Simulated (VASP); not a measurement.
# Ti4W (I-43m) in VASP: notebook

Ti4W is run at these levels: PBE; tasks: single point, relaxation of cell and atoms.

Everything below comes from runs of VASP 6.6.1. Logs are shortened: lines on timing, memory, paths and dates and some standing lists are left out, and cuts for length are marked.

**1. The cell of the first run**

The structure is cubic, space group I-43m (No. 217). The conventional cell has a = 5.719 Å, b = 5.719 Å, c = 5.719 Å, α = 90.00°, β = 90.00°, γ = 90.00°. Ti (site symmetry 3m) has 1 W at 1.73 Å within 2.3 Å. W (site symmetry -43m) has 4 Ti at 1.73 Å within 2.3 Å.

**2. Single point, PBE**

Input file INCAR:

```
ALGO = Normal
EDIFF = 1E-6
ENCUT = 520
GGA = PE
ISIF = 2
ISMEAR = 0
LASPH = T
LCHARG = F
LREAL = F
LWAVE = F
NBANDS = 39
NELM = 60
PREC = Accurate
SIGMA = 0.1
```

Input file KPOINTS:

```
k-points
0
Gamma
  4 4 4
```

Input file POSCAR:

```
Ti4W
1.0
   -2.8596734700      2.8596734700      2.8596734700
    2.8596734700     -2.8596734700      2.8596734700
    2.8596734700      2.8596734700     -2.8596734700
Ti W
4 1
Direct
    0.3495999900      0.3495999900      0.3495999900
    0.6504000100      0.0000000000      0.0000000000
    0.0000000000      0.0000000000      0.6504000100
    0.0000000000      0.6504000100      0.0000000000
    0.0000000000      0.0000000000      0.0000000000
```

Potentials or basis: VASP PAW PBE potentials, release 64 (Ti_sv, W_sv).

The run is started by

```sh
$ cat potpaw_PBE.64/Ti_sv/POTCAR potpaw_PBE.64/W_sv/POTCAR > POTCAR
$ mpirun -np 1 vasp_std > vasp.out
```

OUTCAR:

```text
EDIFF = 1E-6
   ENCUT = 520
   GGA = PE
   ISIF = 2
   ISMEAR = 0
   LASPH = T
   LREAL = F
   NELM = 60
   PREC = Accurate

 ion  position               nearest neighbor table
   1  0.350  0.350  0.350-   5 1.73   4 2.83   2 2.83   3 2.83
   2  0.650  0.000  0.000-   5 1.73   1 2.83   4 2.83   3 2.83
   3  0.000  0.000  0.650-   5 1.73   2 2.83   4 2.83   1 2.83
   4  0.000  0.650  0.000-   5 1.73   1 2.83   3 2.83   2 2.83
   5  0.000  0.000  0.000-   1 1.73   2 1.73   3 1.73   4 1.73

  LATTYP: Found a body centered cubic cell.
 ALAT       =     5.7193469400

  Lattice vectors:

 A1 = (  -2.8596734700,   2.8596734700,   2.8596734700)
 A2 = (   2.8596734700,  -2.8596734700,   2.8596734700)
 A3 = (   2.8596734700,   2.8596734700,  -2.8596734700)

Analysis of symmetry for initial positions (statically):
=====================================================================
 Subroutine PRICEL returns:
 Original cell was already a primitive cell.

 Routine SETGRP: Setting up the symmetry group for a
 body centered cubic supercell.

 Subroutine GETGRP returns: Found 24 space group operations
 (whereof 24 operations were pure point group operations)
 out of a pool of 48 trial point group operations.

The static configuration has the point symmetry T_d .

Analysis of symmetry for dynamics (positions and initial velocities):
=====================================================================
 Subroutine PRICEL returns:
 Original cell was already a primitive cell.

 Routine SETGRP: Setting up the symmetry group for a
 body centered cubic supercell.

 Subroutine GETGRP returns: Found 24 space group operations
 (whereof 24 operations were pure point group operations)
 out of a pool of 48 trial point group operations.

The dynamic configuration has the point symmetry T_d .

 Subroutine INISYM returns: Found 24 space group operations
 (whereof 24 operations are pure point group operations),
 and found     1 'primitive' translations

----------------------------------------------------------------------------------------

                                     Primitive cell

  volume of cell :      93.5426

  direct lattice vectors                    reciprocal lattice vectors
    -2.859673470  2.859673470  2.859673470     0.000000000  0.174845137  0.174845137
     2.859673470 -2.859673470  2.859673470     0.174845137  0.000000000  0.174845137
     2.859673470  2.859673470 -2.859673470     0.174845137  0.174845137  0.000000000

  length of vectors
     4.953099743  4.953099743  4.953099743     0.247268364  0.247268364  0.247268364

  position of ions in fractional coordinates (direct lattice)
     0.349599990  0.349599990  0.349599990
     0.650400010  0.000000000  0.000000000
     0.000000000  0.000000000  0.650400010
     0.000000000  0.650400010  0.000000000
     0.000000000  0.000000000  0.000000000

  ion indices of the primitive-cell ions
   primitive index   ion index
                 1           1
                 2           2
                 3           3
                 4           4
                 5           5

----------------------------------------------------------------------------------------

 KPOINTS: k-points

Automatic generation of k-mesh.
 Grid dimensions read from file:
 generate k-points for:    4    4    4

 Generating k-lattice:

  Cartesian coordinates                     Fractional coordinates (reciprocal lattice)
     0.000000000  0.043711284  0.043711284     0.250000000  0.000000000  0.000000000
     0.043711284  0.000000000  0.043711284     0.000000000  0.250000000  0.000000000
     0.043711284  0.043711284  0.000000000     0.000000000  0.000000000  0.250000000

  Length of vectors
     0.061817091  0.061817091  0.061817091

  Shift w.r.t. Gamma in fractional coordinates (k-lattice)
     0.000000000  0.000000000  0.000000000

 Subroutine IBZKPT returns following result:
 ===========================================

 Found      8 irreducible k-points:

 Following reciprocal coordinates:
            Coordinates               Weight
  0.000000  0.000000  0.000000      1.000000
  0.250000  0.000000  0.000000     12.000000
  0.500000  0.000000  0.000000      6.000000
  0.250000  0.250000  0.000000     24.000000
  0.250000  0.250000  0.250000      2.000000
 -0.250000  0.250000  0.250000      6.000000
  0.500000  0.500000  0.250000     12.000000
  0.500000  0.500000  0.500000      1.000000
   k-points           NKPTS =      8   k-points in BZ     NKDIM =      8   number of bands    NBANDS=     39
   number of dos      NEDOS =    301   number of ions     NIONS =      5
   total plane-waves  NPLWV =  64000
   dimension x,y,z NGX =    40 NGY =   40 NGZ =   40
   dimension x,y,z NGXF=    80 NGYF=   80 NGZF=   80
   ions per type =               4   1
   NGX,Y,Z   is equivalent  to a cutoff of  13.43, 13.43, 13.43 a.u.
   NGXF,Y,Z  is equivalent  to a cutoff of  26.85, 26.85, 26.85 a.u.
 SYSTEM =  unknown system
   PREC   = accura    normal or accurate (medium, high low for compatibility)
   ISTART =      0    job   : 0-new  1-cont  2-samecut
   ICHARG =      2    charge: 1-file 2-atom 10-const
   ISPIN  =      1    spin polarized calculation?
   LNONCOLLINEAR =      F non collinear calculations
   LSORBIT =      F    spin-orbit coupling
   LASPH  =      T    aspherical Exc in radial PAW
   ENCUT  =  520.0 eV  38.22 Ry    6.18 a.u.   9.21  9.21  9.21*2*pi/ulx,y,z
   NELM   =     60;   NELMIN=  2; NELMDL= -5     # of ELM steps
   EDIFF  = 0.1E-05   stopping-criterion for ELM
   LREAL  =      F    real-space projection
   EDIFFG = 0.1E-04   stopping-criterion for IOM
   NSW    =      0    number of steps for IOM
   IBRION =     -1    ionic relax: 0-MD 1-quasi-New 2-CG
   NFREE  =      0    steps in history (QN), initial steepest desc. (CG)
   ISIF   =      2    stress and relaxation
   ISYM   =      2    0-nonsym 1-usesym 2-fastsym
   POTIM  = 0.5000    time-step for ionic-motion
   TEBEG  =    0.0;   TEEND  =   0.0 temperature during run
   PSTRESS=    0.0 pullay stress
   NELECT =      62.0000    total number of electrons
   NUPDOWN=      -1.0000    fix difference up-down
   EMIN   =  10.00;   EMAX   =-10.00  energy-range for DOS
   EFERMI =   0.00;   METHOD = LEGACY
   ISMEAR =     0;   SIGMA  =   0.10  broadening in eV -4-tet -1-fermi 0-gaus
   EFERMI_NEDOS =   21; number of points for ismear=-14 and -15
   IALGO  =     38    algorithm
   IMIX   =      4    mixing-type and parameters
     AMIX     =   0.40;   BMIX     =  1.00
     AMIX_MAG =   1.60;   BMIX_MAG =  1.00
  volume/ion in A,a.u.               =      18.71       126.25
  Fermi-wavevector in a.u.,A,eV,Ry     =   1.427367  2.697332 27.720186  2.037376
  Thomas-Fermi vector in A             =   2.547544
   LORBIT       =      0    0 simple, 1 ext, 2 COOP (PROOUT), +10 PAW based schemes
   GGA     = PE    functional components
   LHFCALC =     F    Hartree Fock is set to
   AEXX    =    0.0000 exact exchange contribution
   IVDW    =     0    specifies the selected vdW correction
   LEPSILON=     F    determine dielectric tensor
   LRPA    =     F    only Hartree local field effects (RPA)
 non-spin polarized calculation
 Gauss-broadening in eV      SIGMA  =   0.10
  energy-cutoff  :      520.00
  volume of cell :       93.54
 maximum number of plane-waves:      2550
 NGX is ok and might be reduce to    40
   NGX = 19   NGY = 19   NGZ = 19

 number of electron      61.9999995 magnetization

 Free energy of the ion-electron system (eV)
  ---------------------------------------------------
  ext. energy  EPLUGINS =         0.00000000
  ---------------------------------------------------
  free energy    TOTEN  =       -14.48682939 eV

  energy without entropy =      -14.43142191  energy(sigma->0) =      -14.45912565

 E-fermi :   7.7052     XC(G=0): -10.8813

 val. band max:        7.5261279181   @ k =   0.2500   0.2500   0.2500
 cond. band min:       7.7062511377   @ k =   0.2500   0.0000   0.0000
 fundamental gap:      0.1801232195
 Fermi energy:         7.7052299074

 k-point     1 :       0.0000    0.0000    0.0000
  band No.  band energies     occupation
      1     -68.7356      2.00000
      2     -50.3289      2.00000
      3     -50.3289      2.00000
      4     -50.3289      2.00000
      5     -49.4609      2.00000
      6     -34.8931      2.00000
[... 31 lines left out ...]
     38       9.0808      0.00000
     39       9.5272      0.00000

 k-point     2 :       0.2500    0.0000    0.0000
  band No.  band energies     occupation
      1     -68.7356      2.00000
      2     -50.3384      2.00000
      3     -50.3335      2.00000
      4     -50.3290      2.00000
      5     -49.4486      2.00000
      6     -34.8934      2.00000
[... 31 lines left out ...]
     38       9.0138      0.00000
     39       9.5835      0.00000

 k-point     3 :       0.5000    0.0000    0.0000
  band No.  band energies     occupation
      1     -68.7356      2.00000
      2     -50.3475      2.00000
      3     -50.3382      2.00000
      4     -50.3290      2.00000
      5     -49.4364      2.00000
      6     -34.8936      2.00000
[... 31 lines left out ...]
     38       8.9839      0.00000
     39       9.2458      0.00000

 k-point     4 :       0.2500    0.2500    0.0000
  band No.  band energies     occupation
      1     -68.7355      2.00000
      2     -50.3448      2.00000
      3     -50.3382      2.00000
      4     -50.3317      2.00000
      5     -49.4364      2.00000
      6     -34.8846      2.00000
[... 31 lines left out ...]
     38       9.2990      0.00000
     39       9.5271      0.00000

 k-point     5 :       0.2500    0.2500    0.2500
  band No.  band energies     occupation
      1     -68.7356      2.00000
      2     -50.3383      2.00000
      3     -50.3383      2.00000
      4     -50.3383      2.00000
      5     -49.4363      2.00000
      6     -34.8628      2.00000
[... 31 lines left out ...]
     38       9.5115      0.00000
     39       9.7002      0.00000

 k-point     6 :      -0.2500    0.2500    0.2500
  band No.  band energies     occupation
      1     -68.7355      2.00000
      2     -50.3386      2.00000
      3     -50.3381      2.00000
      4     -50.3381      2.00000
      5     -49.4364      2.00000
      6     -34.8627      2.00000
[... 31 lines left out ...]
     38       9.2971      0.00000
     39       9.6562      0.00000

 k-point     7 :       0.5000    0.5000    0.2500
  band No.  band energies     occupation
      1     -68.7355      2.00000
      2     -50.3474      2.00000
      3     -50.3427      2.00000
      4     -50.3383      2.00000
      5     -49.4244      2.00000
      6     -34.8629      2.00000
[... 31 lines left out ...]
     38       9.3760      0.00000
     39       9.5743      0.00000

 k-point     8 :       0.5000    0.5000    0.5000
  band No.  band energies     occupation
      1     -68.7355      2.00000
      2     -50.3473      2.00000
      3     -50.3473      2.00000
      4     -50.3473      2.00000
      5     -49.4127      2.00000
      6     -34.8318      2.00000
[... 31 lines left out ...]
     38       9.6792      0.00000
     39       9.6792      0.00000

------------------------ aborting loop because EDIFF is reached ----------------------------------------

  FORCE on cell =-STRESS in cart. coord.  units (eV):
  Direction    XX          YY          ZZ          XY          YZ          ZX
  --------------------------------------------------------------------------------------
  -------------------------------------------------------------------------------------
  Total       59.1688741     59.1688741     59.1688741      0.0000000      0.0000000      0.0000000
  in kB     1013.4318694   1013.4318694   1013.4318694      0.0000000      0.0000000      0.0000000
  external PRESSURE =    1013.4318694 kB  Pullay stress =       0.0000000 kB

 VOLUME and BASIS-vectors are now :
 -----------------------------------------------------------------------------
  energy-cutoff  :      520.00
  volume of cell :       93.54
      direct lattice vectors                 reciprocal lattice vectors
    -2.859673470  2.859673470  2.859673470     0.000000000  0.174845137  0.174845137
     2.859673470 -2.859673470  2.859673470     0.174845137  0.000000000  0.174845137
     2.859673470  2.859673470 -2.859673470     0.174845137  0.174845137  0.000000000

 POSITION                                       TOTAL-FORCE (eV/Angst)
 -----------------------------------------------------------------------------------
      0.99974      0.99974      0.99974        16.018273     16.018273     16.018273
     -1.85993      1.85993      1.85993        16.018273    -16.018273    -16.018273
      1.85993      1.85993     -1.85993       -16.018273    -16.018273     16.018273
      1.85993     -1.85993      1.85993       -16.018273     16.018273    -16.018273
      0.00000      0.00000      0.00000         0.000000     -0.000000     -0.000000
 -----------------------------------------------------------------------------------
    total drift:                               -0.000001     -0.000001     -0.000002

  FREE ENERGIE OF THE ION-ELECTRON SYSTEM (eV)
  ---------------------------------------------------
  free  energy   TOTEN  =       -14.4868293872 eV

  energy  without entropy=      -14.4314219136  energy(sigma->0) =      -14.45912565
```

Run time: 29 s. Hardware: 1 thread of AMD EPYC 9R45 (Zen 5), shared host; peak memory 0.2 GiB.

Results:

- Free energy: -14.4868 eV
- Pressure: 101.3 GPa
- Largest force: 27.744 eV/Å
- Band gap on the k mesh: zero (band 31 reaches 7.89 eV, above the bottom of band 32 at 7.53 eV)

Forces on the atoms (eV/Å):
```
Ti   16.018  16.018  16.018
Ti   16.018 -16.018 -16.018
Ti  -16.018 -16.018  16.018
Ti  -16.018  16.018 -16.018
W     0.000   0.000   0.000
```

Caveat: the k points lie up to 0.39 Å⁻¹ apart; spin-orbit coupling is left out, which moves the levels of the heavy elements; forces of over 1 eV/Å act on the atoms, so gaps and moduli don't describe the material at rest.

**3. Relaxation of cell and atoms, PBE**

Input file INCAR:

```
  PREC = Accurate
  ENCUT = 600
  EDIFF = 1E-6
  ISMEAR = 0
  SIGMA = 0.1
  LREAL = F
  LASPH = T
  NELM = 100
  ALGO = Normal
  ISIF = 3
  LWAVE = F
  LCHARG = F
  GGA = PE
  IBRION = 2
  NSW = 90
  EDIFFG = -0.04
```

Input file KPOINTS:

```
Automatic mesh
0
Gamma
  4 4 4
```

POSCAR is that of step 2.

Potentials or basis: VASP PAW PBE potentials, release 64 (Ti_sv, W_sv).

The run is started by

```sh
$ cat potpaw_PBE.64/Ti_sv/POTCAR potpaw_PBE.64/W_sv/POTCAR > POTCAR
$ mpirun -np 1 vasp_std > vasp.out
```

Run time: 9 min. Hardware: 1 thread of AMD EPYC 9R45 (Zen 5), shared host; peak memory 0.23 GiB.

Results (log left out):

```yaml
Free_energy: -39.8055 eV
Relaxed_volume: 20.98 Å³/atom
Relaxed_cell: a = 5.146 Å, b = 5.146 Å, c = 5.146 Å, α = 109.47°, β = 109.47°, γ = 109.47°
Space_group_after_relaxing_to_0.05_Å: Im-3m (No. 229)
Energy_gained_by_relaxing: 5063.4 meV/atom
Ionic_steps: 16
Pressure_after_relaxing: 0.0 GPa
Largest_force_after_relaxing: 0.007 eV/Å
Band_gap_on_the_k_mesh: zero (band 31 reaches 7.04 eV, above the bottom of band 32 at 5.97 eV)
```

Forces on the atoms (eV/Å):
```
Ti  -0.004 -0.004 -0.004
Ti  -0.004  0.004  0.004
Ti   0.004  0.004 -0.004
Ti   0.004 -0.004  0.004
W    0.000  0.000  0.000
```

The path:
| step | energy change (eV) | largest force (eV/Å) | pressure (GPa) | volume (Å³) |
| --- | --- | --- | --- | --- |
| 1 | 0.0000 | 27.7387 | 101.33 | 93.54 |
| 2 | -7.4990 | 1.9469 | -8.75 | 362.55 |
| 3 | -8.5228 | 1.6910 | -9.30 | 329.63 |
| 4 | -9.6037 | 1.4315 | -10.27 | 301.11 |
| 5 | -19.0599 | 0.0265 | -17.84 | 177.60 |
| 6 | -23.7106 | 0.7950 | -12.72 | 131.11 |
| 7 | -23.8262 | 2.5804 | -0.89 | 111.27 |
| 8 | -24.0990 | 1.4854 | -7.88 | 120.61 |
| 9 | -24.1029 | 1.6122 | -7.04 | 119.21 |
| 10 | -24.1008 | 1.6651 | -6.68 | 118.65 |
| 11 | -24.8366 | 1.4843 | 0.19 | 105.62 |
| 12 | -24.9196 | 1.2421 | 5.70 | 99.46 |
| 13 | -25.2601 | 0.2411 | 3.65 | 101.05 |
| 14 | -25.2852 | 0.0823 | 3.03 | 101.66 |
| 15 | -25.3031 | 0.0397 | -1.88 | 107.14 |
| 16 | -25.3168 | 0.0071 | -0.03 | 104.92 |

Final structure:
```xyz
5
Lattice="-2.9712 2.9712 2.9712 2.9712 -2.9712 2.9712 2.9712 2.9712 -2.9712" Properties=species:S:1:pos:R:3 pbc="T T T"
Ti    1.4861    1.4861    1.4861
Ti   -1.4851    1.4851    1.4851
Ti    1.4851    1.4851   -1.4851
Ti    1.4851   -1.4851    1.4851
W     0.0000    0.0000    0.0000
```

Levels at points of the mesh, in eV from the Fermi level:
| k point | band 28 | band 29 | band 30 | band 31 | band 32 | band 33 | band 34 | band 35 |
| --- | --- | --- | --- | --- | --- | --- | --- | --- |
| (0.00, 0.00, 0.00) | -1.09 | -1.09 | 0.56 | 0.56 | 0.56 | 1.70 | 1.70 | 1.70 |
| (0.50, 0.00, 0.00) | -1.02 | -0.52 | -0.44 | -0.24 | 0.19 | 0.25 | 0.27 | 0.37 |
| (0.50, 0.50, 0.50) | -0.63 | -0.63 | -0.51 | -0.51 | -0.51 | 0.03 | 0.03 | 0.03 |

Caveat: the k points lie up to 0.37 Å⁻¹ apart in the final cell; spin-orbit coupling is left out, which moves the levels of the heavy elements.
